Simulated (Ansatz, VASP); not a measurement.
Al2O3: VASP beside Ansatz

```
Al O
1.0
     2.85567    0.00000    0.00000
    -1.42783    2.47308    0.00000
     0.00000    0.00000    7.66129
Al O
2 3
Cartesian
  0.0000 0.0000 1.3863
  0.0000 0.0000 6.2750
  0.0000 1.6487 2.0533
  1.4278 0.8244 0.0000
  0.0000 1.6487 5.6080
```

Alike in both runs: functional r2SCAN; k mesh 12 × 12 × 4; occupations gaussian, width 0.02 eV; no spin polarisation.

Ansatz relaxed the structure, and its values are those at the end. VASP's run is a single point on that final structure, the one shown.

|  | VASP | Ansatz |
| --- | --- | --- |
| version | VASP 6.6.1 | Ansatz 0.2.0 |
| potentials or method | VASP PAW PBE potentials, release 64 (Al, O), cutoff 520 eV | scalar-relativistic, plane waves, PAW |
| valence electrons in the cell | 24 | 24 |

|  | VASP | Ansatz | Ansatz less VASP |
| --- | --- | --- | --- |
| gap on the k mesh at the Fermi level (eV) | 5.64 | 5.66 | +0.025 |
| least direct gap on the mesh (eV) | 5.81 | 5.84 | +0.022 |
| pressure (GPa) | -0.2 | 0.0 | +0.15 |
| rms of the force components (eV/Å) | 0.016 | 0.000 | -0.0160 |

VASP's potentials were made for PBE, not for r2SCAN.
